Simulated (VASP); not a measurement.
# LiF (I4/mmm) in VASP: a series of runs

LiF is run at these levels: LDA; tasks: single point.

Program: VASP 6.6.1. These are calculated values, not measurements. Logs are shortened: lines on timing, memory, paths and dates and some standing lists are left out, and cuts for length are marked.

## 1. The cell of the first run

Symmetry: I4/mmm, No. 139, tetragonal system. Conventional cell: a = 2.709 Å, b = 2.709 Å, c = 3.961 Å, α = 90.00°, β = 90.00°, γ = 90.00°. Li (site symmetry 4/mmm) has 6 F at 1.92 to 1.98 Å within 2.5 Å. Within 2.5 Å of F (site symmetry 4/mmm) lie 6 Li at 1.92 to 1.98 Å.

## 2. Single point, LDA (in-plane strain -0.02, then relaxed in part)

INCAR reads:

```
ALGO = Normal
EDIFF = 1E-7
ENCUT = 520
ISIF = 2
ISMEAR = 0
LASPH = T
LCHARG = T
LELF = T
LREAL = F
LVHAR = T
LWAVE = F
NBANDS = 12
NELM = 60
PREC = Accurate
SIGMA = 0.01
```

KPOINTS reads:

```
k-points
0
Gamma
  10 10 10
```

POSCAR reads:

```
LiF
1.0
    1.9153755860      1.9153755860      0.0000000000
   -1.9153755860      1.9153755860      0.0000000000
    0.0000000000      1.9153755860      1.9806105796
Li F
1 1
Direct
    0.0000000000      0.0000000000      0.0000000000
    0.5000000000      0.5000000000      0.0000000000
```

Potentials or basis: VASP PAW LDA potentials, release 64 (Li_sv, F).

Command:

```
> cat potpaw_LDA.64/Li_sv/POTCAR potpaw_LDA.64/F/POTCAR > POTCAR
> mpirun -np 1 vasp_std > vasp.out
```

OUTCAR:

```text
EDIFF = 1E-7
   ENCUT = 520
   ISIF = 2
   ISMEAR = 0
   LASPH = T
   LREAL = F
   NELM = 60
   PREC = Accurate

 ion  position               nearest neighbor table
   1  0.000  0.000  0.000-   2 1.92   2 1.92   2 1.92   2 1.92   2 1.98   2 1.98
   2  0.500  0.500  0.000-   1 1.92   1 1.92   1 1.92   1 1.92   1 1.98   1 1.98

  LATTYP: Found a body centered tetragonal cell.
 ALAT       =     2.7087501308
 C/A-ratio  =     1.4623796836

  Lattice vectors:

 A1 = (   1.9153755860,   0.0000000000,  -1.9806105796)
 A2 = (  -1.9153755860,   0.0000000000,  -1.9806105796)
 A3 = (   0.0000000000,   1.9153755860,   1.9806105796)

Analysis of symmetry for initial positions (statically):
=====================================================================
 Subroutine PRICEL returns:
 Original cell was already a primitive cell.

 Routine SETGRP: Setting up the symmetry group for a
 body centered tetragonal supercell.

 Subroutine GETGRP returns: Found 16 space group operations
 (whereof 16 operations were pure point group operations)
 out of a pool of 16 trial point group operations.

The static configuration has the point symmetry D_4h.

Analysis of symmetry for dynamics (positions and initial velocities):
=====================================================================
 Subroutine PRICEL returns:
 Original cell was already a primitive cell.

 Routine SETGRP: Setting up the symmetry group for a
 body centered tetragonal supercell.

 Subroutine GETGRP returns: Found 16 space group operations
 (whereof 16 operations were pure point group operations)
 out of a pool of 16 trial point group operations.

The dynamic configuration has the point symmetry D_4h.

 Subroutine INISYM returns: Found 16 space group operations
 (whereof 16 operations are pure point group operations),
 and found     1 'primitive' translations

----------------------------------------------------------------------------------------

                                     Primitive cell

  volume of cell :      14.5324

  direct lattice vectors                    reciprocal lattice vectors
     1.915375586  1.915375586  0.000000000     0.261045407  0.261045407 -0.252447404
    -1.915375586  1.915375586  0.000000000    -0.261045407  0.261045407 -0.252447404
     0.000000000  1.915375586  1.980610580     0.000000000  0.000000000  0.504894809

  length of vectors
     2.708750131  2.708750131  2.755264398     0.447234951  0.447234951  0.504894809

  position of ions in fractional coordinates (direct lattice)
     0.000000000  0.000000000  0.000000000
     0.500000000  0.500000000  0.000000000

  ion indices of the primitive-cell ions
   primitive index   ion index
                 1           1
                 2           2

----------------------------------------------------------------------------------------

 KPOINTS: k-points

Automatic generation of k-mesh.
 Grid dimensions read from file:
 generate k-points for:   10   10   10

 Generating k-lattice:

  Cartesian coordinates                     Fractional coordinates (reciprocal lattice)
     0.026104541  0.026104541 -0.025244740     0.100000000  0.000000000  0.000000000
    -0.026104541  0.026104541 -0.025244740     0.000000000  0.100000000  0.000000000
     0.000000000  0.000000000  0.050489481     0.000000000  0.000000000  0.100000000

  Length of vectors
     0.044723495  0.044723495  0.050489481

  Shift w.r.t. Gamma in fractional coordinates (k-lattice)
     0.000000000  0.000000000  0.000000000

 Subroutine IBZKPT returns following result:
 ===========================================

 Found    102 irreducible k-points:

 Following reciprocal coordinates:
            Coordinates               Weight
  0.000000  0.000000  0.000000      1.000000
  0.100000  0.000000  0.000000      8.000000
  0.200000  0.000000  0.000000      8.000000
  0.300000  0.000000  0.000000      8.000000
  0.400000  0.000000  0.000000      8.000000
  0.500000  0.000000 -0.000000      4.000000
[... 16 lines left out ...]
  0.300000  0.300000  0.000000      8.000000
  0.400000  0.300000  0.000000     16.000000
 [... further k-points ...]
   k-points           NKPTS =    102   k-points in BZ     NKDIM =    102   number of bands    NBANDS=     12
   number of dos      NEDOS =    301   number of ions     NIONS =      2
   total plane-waves  NPLWV =   8000
   dimension x,y,z NGX =    20 NGY =   20 NGZ =   20
   dimension x,y,z NGXF=    40 NGYF=   40 NGZF=   40
   ions per type =               1   1
   NGX,Y,Z   is equivalent  to a cutoff of  12.27, 12.27, 12.07 a.u.
   NGXF,Y,Z  is equivalent  to a cutoff of  24.55, 24.55, 24.14 a.u.
 SYSTEM =  unknown system
   PREC   = accura    normal or accurate (medium, high low for compatibility)
   ISTART =      0    job   : 0-new  1-cont  2-samecut
   ICHARG =      2    charge: 1-file 2-atom 10-const
   ISPIN  =      1    spin polarized calculation?
   LNONCOLLINEAR =      F non collinear calculations
   LSORBIT =      F    spin-orbit coupling
   LASPH  =      T    aspherical Exc in radial PAW
   ENCUT  =  520.0 eV  38.22 Ry    6.18 a.u.   5.04  5.04  5.12*2*pi/ulx,y,z
   NELM   =     60;   NELMIN=  2; NELMDL= -5     # of ELM steps
   EDIFF  = 0.1E-06   stopping-criterion for ELM
   LREAL  =      F    real-space projection
   EDIFFG = 0.1E-05   stopping-criterion for IOM
   NSW    =      0    number of steps for IOM
   IBRION =     -1    ionic relax: 0-MD 1-quasi-New 2-CG
   NFREE  =      0    steps in history (QN), initial steepest desc. (CG)
   ISIF   =      2    stress and relaxation
   ISYM   =      2    0-nonsym 1-usesym 2-fastsym
   POTIM  = 0.5000    time-step for ionic-motion
   TEBEG  =    0.0;   TEEND  =   0.0 temperature during run
   PSTRESS=    0.0 pullay stress
   NELECT =      10.0000    total number of electrons
   NUPDOWN=      -1.0000    fix difference up-down
   EMIN   =  10.00;   EMAX   =-10.00  energy-range for DOS
   EFERMI =   0.00;   METHOD = LEGACY
   ISMEAR =     0;   SIGMA  =   0.01  broadening in eV -4-tet -1-fermi 0-gaus
   EFERMI_NEDOS =   21; number of points for ismear=-14 and -15
   IALGO  =     38    algorithm
   IMIX   =      4    mixing-type and parameters
     AMIX     =   0.40;   BMIX     =  1.00
     AMIX_MAG =   1.60;   BMIX_MAG =  1.00
  volume/ion in A,a.u.               =       7.27        49.03
  Fermi-wavevector in a.u.,A,eV,Ry     =   1.445315  2.731249 28.421691  2.088935
  Thomas-Fermi vector in A             =   2.563511
   LORBIT       =      0    0 simple, 1 ext, 2 COOP (PROOUT), +10 PAW based schemes
   GGA     = CA    functional components
   LHFCALC =     F    Hartree Fock is set to
   AEXX    =    0.0000 exact exchange contribution
   IVDW    =     0    specifies the selected vdW correction
   LEPSILON=     F    determine dielectric tensor
   LRPA    =     F    only Hartree local field effects (RPA)
 non-spin polarized calculation
 Gauss-broadening in eV      SIGMA  =   0.01
  energy-cutoff  :      520.00
  volume of cell :       14.53
 maximum number of plane-waves:       404
   NGX =  9   NGY =  9   NGZ = 11

 number of electron      10.0000000 magnetization

 number of electron       9.9999979 magnetization

 Free energy of the ion-electron system (eV)
  ---------------------------------------------------
  ext. energy  EPLUGINS =         0.00000000
  ---------------------------------------------------
  free energy    TOTEN  =       -10.49236798 eV

  energy without entropy =      -10.49236798  energy(sigma->0) =      -10.49236798

 E-fermi :  -0.3211     XC(G=0): -11.2649

 val. band max:       -0.4666165753   @ k =   0.0000   0.0000   0.0000
 cond. band min:       9.4419574609   @ k =   0.0000   0.0000   0.0000
 fundamental gap:      9.9085740362
 Fermi energy:        -0.3211438299

 k-point     1 :       0.0000    0.0000    0.0000
  band No.  band energies     occupation
      1     -40.0733      2.00000
      2     -20.4287      2.00000
      3      -0.5482      2.00000
      4      -0.5482      2.00000
      5      -0.4666      2.00000
      6       9.4420      0.00000
      7      23.9050      0.00000
      8      24.3519      0.00000
      9      24.6676      0.00000
     10      24.6676      0.00000
     11      24.7778      0.00000
     12      24.7778      0.00000

 k-point     2 :       0.1000    0.0000    0.0000
  band No.  band energies     occupation
      1     -40.0625      2.00000
      2     -20.3830      2.00000
      3      -0.8559      2.00000
      4      -0.5688      2.00000
      5      -0.5244      2.00000
      6       9.7162      0.00000
      7      21.4012      0.00000
      8      22.7345      0.00000
      9      23.3145      0.00000
     10      25.5874      0.00000
     11      25.8594      0.00000
     12      26.0102      0.00000

 k-point     3 :       0.2000    0.0000    0.0000
  band No.  band energies     occupation
      1     -40.0341      2.00000
      2     -20.2581      2.00000
      3      -1.6512      2.00000
      4      -0.6214      2.00000
      5      -0.6169      2.00000
      6      10.2807      0.00000
      7      18.8763      0.00000
      8      21.0659      0.00000
      9      21.7108      0.00000
     10      26.8866      0.00000
     11      27.2591      0.00000
     12      27.2778      0.00000
[... 286 lines left out ...]
 k-point    23 :       0.3000    0.3000    0.0000
  band No.  band energies     occupation
      1     -39.9438      2.00000
      2     -19.7066      2.00000
      3      -2.7895      2.00000
      4      -2.7414      2.00000
      5      -1.0785      2.00000
      6      12.8441      0.00000
      7      15.4881      0.00000
      8      19.3123      0.00000
      9      19.8182      0.00000
     10      27.5668      0.00000
     11      31.0394      0.00000
     12      32.3839      0.00000

 k-point    24 :       0.4000    0.3000    0.0000
  band No.  band energies     occupation
      1     -39.9347      2.00000
      2     -19.6204      2.00000
      3      -3.3604      2.00000
      4      -2.4406      2.00000
      5      -1.3154      2.00000
      6      13.4895      0.00000
      7      15.4513      0.00000
      8      19.3646      0.00000
      9      19.5427      0.00000
     10      25.0989      0.00000
     11      33.2772      0.00000
     12      34.6789      0.00000

 [... further k-points ...]

------------------------ aborting loop because EDIFF is reached ----------------------------------------

  FORCE on cell =-STRESS in cart. coord.  units (eV):
  Direction    XX          YY          ZZ          XY          YZ          ZX
  --------------------------------------------------------------------------------------
  -------------------------------------------------------------------------------------
  Total        0.3452551      0.3452551     -0.0237695      0.0000000      0.0000000     -0.0000000
  in kB       38.0639411     38.0639411     -2.6205604      0.0000000      0.0000000     -0.0000000
  external PRESSURE =      24.5024406 kB  Pullay stress =       0.0000000 kB

 VOLUME and BASIS-vectors are now :
 -----------------------------------------------------------------------------
  energy-cutoff  :      520.00
  volume of cell :       14.53
      direct lattice vectors                 reciprocal lattice vectors
     1.915375586  1.915375586  0.000000000     0.261045407  0.261045407 -0.252447404
    -1.915375586  1.915375586  0.000000000    -0.261045407  0.261045407 -0.252447404
     0.000000000  1.915375586  1.980610580     0.000000000  0.000000000  0.504894809

 POSITION                                       TOTAL-FORCE (eV/Angst)
 -----------------------------------------------------------------------------------
      0.00000      0.00000      0.00000        -0.000000      0.000000      0.000000
      0.00000      1.91538      0.00000         0.000000     -0.000000      0.000000
 -----------------------------------------------------------------------------------
    total drift:                               -0.000000     -0.000000     -0.000000

  FREE ENERGIE OF THE ION-ELECTRON SYSTEM (eV)
  ---------------------------------------------------
  free  energy   TOTEN  =       -10.4923679770 eV

  energy  without entropy=      -10.4923679770  energy(sigma->0) =      -10.49236798
```

It took 30 s on 1 thread of AMD EPYC 7R13, shared host; peak memory 0.09 GiB.

What came out:

| Property | Result |
| --- | --- |
| Free energy | -10.4924 eV |
| Band gap on the k mesh | 9.91 eV, direct |

Levels at points of the mesh, in eV from the valence-band top:
| k point | band 3 | band 4 | band 5 | band 6 | band 7 | band 8 |
| --- | --- | --- | --- | --- | --- | --- |
| (0.00, 0.00, 0.00) | -0.08 | -0.08 | 0.00 | 9.91 | 24.37 | 24.82 |
| (0.50, 0.00, 0.00) | -3.00 | -0.37 | -0.28 | 10.94 | 17.75 | 18.96 |
| (0.50, 0.50, 0.00) | -3.71 | -1.44 | -1.19 | 15.72 | 16.36 | 18.57 |
| (0.00, 0.00, 0.50) | -3.75 | -1.20 | -1.20 | 15.07 | 16.84 | 18.57 |

Caveat: the cell differs from its parent crystal (in-plane strain -0.02, then relaxed in part); the cutoff is under 1.25 times the usual one of these potentials, so pressure, stress and relaxed cells hold a basis-set (Pulay) error. A k mesh can miss the band edges.

## 3. Single point, LDA (in-plane strain -0.02)

INCAR reads:

```
SYSTEM = LiF
PREC = Accurate ; ENCUT = 520
EDIFF = 1E-6 ; ISMEAR = 0
SIGMA = 0.01 ; LREAL = .False.
LASPH = .True. ; NELM = 80
ALGO = Normal ; ISIF = 2
LWAVE = .False. ; LCHARG = .False.
NBANDS = 12
```

KPOINTS reads:

```
regular mesh
0
Gamma
  10 10 10
  0 0 0
```

Changes to POSCAR since step 2:

```diff
@@ -4,3 +4,3 @@
    -1.9153755860      1.9153755860      0.0000000000
-    0.0000000000      1.9153755860      1.9806105796
+    0.0000000000      1.9153755860      1.9779184623
 Li F
```

Potentials or basis: VASP PAW LDA potentials, release 64 (Li_sv, F).

Command:

```
> cat potpaw_LDA.64/Li_sv/POTCAR potpaw_LDA.64/F/POTCAR > POTCAR
> mpirun -np 1 vasp_std > vasp.out
```

Wall time 26 s (1 thread of AMD EPYC 7R13, shared host); peak memory 0.09 GiB.

The run converged. Its results:

```
Free energy            : -10.4923 eV
Band gap on the k mesh : 9.93 eV, direct
```

Levels at points of the mesh, in eV from the valence-band top:
```csv
k point,band 2,band 3,band 4,band 5,band 6,band 7,band 8,band 9
"(0.00, 0.00, 0.00)",-19.96,-0.08,-0.08,0.00,9.93,24.41,24.84,25.14
"(0.50, 0.00, 0.00)",-19.43,-3.00,-0.37,-0.28,10.95,17.77,18.99,19.60
"(0.50, 0.50, 0.00)",-19.02,-3.72,-1.44,-1.20,15.73,16.37,18.59,20.68
"(0.00, 0.00, 0.50)",-19.07,-3.76,-1.20,-1.20,15.10,16.83,18.59,21.45
```

Caveat: the cell differs from its parent crystal (in-plane strain -0.02); the cutoff is under 1.25 times the usual one of these potentials, so pressure, stress and relaxed cells hold a basis-set (Pulay) error.

## 4. Single point, LDA (in-plane strain -0.01, then relaxed in part)

INCAR reads:

```
ALGO = Normal ; EDIFF = 1E-6
ENCUT = 520 ; GGA = CA
ISIF = 2 ; ISMEAR = 0
LASPH = True ; LCHARG = True
LELF = True ; LREAL = False
LVHAR = True ; LWAVE = False
NBANDS = 12 ; NELM = 100
PREC = Accurate ; SIGMA = 0.01
```

KPOINTS reads:

```
k-points
0
Gamma
  10 10 10
```

POSCAR reads:

```
LiF
1.0
    1.9349202349      1.9349202349      0.0000000000
   -1.9349202349      1.9349202349      0.0000000000
    0.0000000000      1.9349202349      1.9672034944
Li F
1 1
Direct
    0.0000000000      0.0000000000      0.0000000000
    0.5000000000      0.5000000000      0.0000000000
```

Command:

```
> cat potpaw_LDA.64/Li_sv/POTCAR potpaw_LDA.64/F/POTCAR > POTCAR
> mpirun -np 1 vasp_std > vasp.out
```

It took 32 s on 1 thread of AMD EPYC 7R13, shared host; peak memory 0.09 GiB.

It converged, with:

```
Free energy            : -10.4982 eV
Band gap on the k mesh : 9.80 eV, direct
```

Levels at points of the mesh, in eV from the valence-band top:
```
           k point  band 1  band 2  band 3  band 4  band 5  band 6  band 7  band 8  band 9  band 10
(0.00, 0.00, 0.00)  -39.60  -19.90   -0.04   -0.04    0.00    9.80   24.50   24.80   24.93    24.93
(0.50, 0.00, 0.00)  -39.49  -19.37   -2.93   -0.32   -0.28   10.89   17.61   19.03   19.35    31.73
(0.50, 0.50, 0.00)  -39.47  -18.98   -3.62   -1.31   -1.19   15.49   16.40   18.42   20.74    21.03
(0.00, 0.00, 0.50)  -39.47  -19.01   -3.64   -1.19   -1.19   15.17   16.63   18.41   21.13    21.13
```

Caveat: the cell differs from its parent crystal (in-plane strain -0.01, then relaxed in part); the cutoff is under 1.25 times the usual one of these potentials, so pressure, stress and relaxed cells hold a basis-set (Pulay) error. A k mesh can miss the band edges.

## 5. Single point, LDA (in-plane strain -0.01)

INCAR reads:

```
SYSTEM = LiF
ALGO = Normal
EDIFF = 1E-6
ENCUT = 520
GGA = CA
ISIF = 2
ISMEAR = 0
LASPH = .TRUE.
LCHARG = .TRUE.
LELF = .TRUE.
LREAL = .FALSE.
LVHAR = .TRUE.
LWAVE = .FALSE.
NBANDS = 12
NELM = 80
PREC = Accurate
SIGMA = 0.01
```

KPOINTS reads:

```
k-points
0
G
  10 10 10
  0 0 0
```

Changes to POSCAR since step 4:

```diff
@@ -4,3 +4,3 @@
    -1.9349202349      1.9349202349      0.0000000000
-    0.0000000000      1.9349202349      1.9672034944
+    0.0000000000      1.9349202349      1.9661916730
 Li F
```

Command:

```
> cat potpaw_LDA.64/Li_sv/POTCAR potpaw_LDA.64/F/POTCAR > POTCAR
> mpirun -np 1 vasp_std > vasp.out
```

Wall time 32 s (1 thread of AMD EPYC 7R13, shared host); peak memory 0.09 GiB.

It converged, with:

```yaml
Free_energy: -10.4982 eV
Band_gap_on_the_k_mesh: 9.81 eV, direct
```

Levels at points of the mesh, in eV from the valence-band top:
```
           k point  band 3  band 4  band 5  band 6  band 7  band 8
(0.00, 0.00, 0.00)   -0.04   -0.04    0.00    9.81   24.52   24.81
(0.50, 0.00, 0.00)   -2.93   -0.32   -0.28   10.89   17.62   19.04
(0.50, 0.50, 0.00)   -3.63   -1.31   -1.19   15.49   16.40   18.43
(0.00, 0.00, 0.50)   -3.65   -1.19   -1.19   15.18   16.63   18.42
```

Caveat: the cell differs from its parent crystal (in-plane strain -0.01); the cutoff is under 1.25 times the usual one of these potentials, so pressure, stress and relaxed cells hold a basis-set (Pulay) error.

## 6. Overview

| cell | gap on the mesh (eV) |
| --- | --- |
| a = 2.709, b = 2.709, c = 2.755 Å, angles 60.6, 60.6, 90.0°, 2 atoms | 9.91 |
| a = 2.709, b = 2.709, c = 2.753 Å, angles 60.5, 60.5, 90.0°, 2 atoms | 9.93 |
| a = 2.736, b = 2.736, c = 2.759 Å, angles 60.3, 60.3, 90.0°, 2 atoms | 9.81 |

Alike in all rows: task single point; level LDA; potentials or basis VASP PAW LDA potentials, release 64 (Li_sv, F); no spin polarisation; k mesh 10 × 10 × 10; cutoff (eV) 520; smearing gaussian 0.01 eV.

Caveats: the cutoff is under 1.25 times the usual one of these potentials, so pressure, stress and relaxed cells hold a basis-set (Pulay) error.

Total energies depend on the potentials used, so only differences within one code and one set of settings carry meaning.
